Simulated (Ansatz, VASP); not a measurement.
## SiNi in VASP and in Ansatz

```
CELL_PARAMETERS angstrom
6.35790 -0.15777 -0.09631
-0.15419 6.28873 0.18211
-0.09651 0.18404 6.27282
ATOMIC_POSITIONS crystal
Si 0.99064 0.59458 0.25719
Si 0.78712 0.87004 0.50027
Si 0.05940 0.03960 0.79082
Si 0.75596 0.55329 0.74859
Si 0.42042 0.71152 0.34506
Si 0.18444 0.21800 0.22491
Si 0.21444 0.66102 0.72019
Si 0.40205 0.28272 0.57136
Si 0.71625 0.31388 0.08563
Si 0.58146 0.90259 0.95774
Ni 0.20625 0.82580 0.05804
Ni 0.15368 0.91874 0.45340
Ni 0.66909 0.47556 0.39936
Ni 0.71812 0.16090 0.71829
Ni 0.88020 0.99256 0.14453
Ni 0.05819 0.34395 0.54510
Ni 0.37998 0.18990 0.92781
Ni 0.53287 0.07091 0.31697
Ni 0.47079 0.56424 0.98676
Ni 0.04378 0.41228 0.93894
```

Alike in both runs: functional PBE; k mesh 3 × 4 × 4; occupations gaussian, width 0.1 eV; no spin polarisation.

Ansatz relaxed the structure, and its values are those at the end. VASP's run is a single point on that final structure, the one shown.

|  | VASP | Ansatz |
| --- | --- | --- |
| version | VASP 6.6.1 | Ansatz 0.2.0 |
| potentials or method | VASP PAW PBE potentials, release 64 (Si, Ni), cutoff 520 eV | scalar-relativistic, plane waves, PAW |
| valence electrons in the cell | 140 | 220 |

Ansatz gave:

```
gap on the k mesh at the Fermi level (eV) : none
rms of the force components (eV/Å)        : 0.006
```

Task: Estimate VASP's values.

Result: gap on the k mesh at the Fermi level (eV): none; rms of the force components (eV/Å): 0.009.

A gap of «none» marks a metal or a gap that the smearing closes. VASP's potentials hold 140 valence electrons a cell and Ansatz's 220, so a difference there can come from the potentials and not from the codes.
